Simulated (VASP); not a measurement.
Nb:

```
CELL_PARAMETERS angstrom
-1.66395 1.66395 1.66395
1.66395 -1.66395 1.66395
1.66395 1.66395 -1.66395
ATOMIC_POSITIONS crystal
Nb 0.00000 0.00000 0.00000
```

| Item | Value |
| --- | --- |
| Program | VASP 6.6.1 |
| Task | relaxation of cell and atoms |
| Functional | PBEsol |
| Potentials or basis | VASP PAW PBE potentials, release 64 (Nb_sv) |
| Cutoff | 500 eV |
| k mesh | 7 × 7 × 7 |
| Occupations | gaussian, width 0.05 eV |
| Spin | no spin polarisation |

At the start: pressure -7.9 GPa; volume 18.43 Å³/atom.

Q: How do energy, volume and symmetry change on relaxing?

A: Over 4 steps the energy falls by 24.1 meV/atom and the volume is 17.51 Å³/atom (-5.0 %); space group Im-3m (No. 229, to 0.05 Å).

Step by step:
```
step  energy change (eV)  largest force (eV/Å)  pressure (GPa)  volume (Å³)
   1              0.0000                0.0000           -7.95        18.43
   2              0.0416                0.0000           15.63        16.10
   3             -0.0241                0.0000           -0.12        17.53
   4             -0.0241                0.0000            0.06        17.51
```

Final structure:
```xyz
1
Lattice="-1.6358 1.6358 1.6358 1.6358 -1.6358 1.6358 1.6358 1.6358 -1.6358" Properties=species:S:1:pos:R:3 pbc="T T T"
Nb    0.0000    0.0000    0.0000
```

Caveat: the k points lie up to 0.39 Å⁻¹ apart in the final cell; the PAW data sets were made with another functional, which shifts forces and pressure a little.
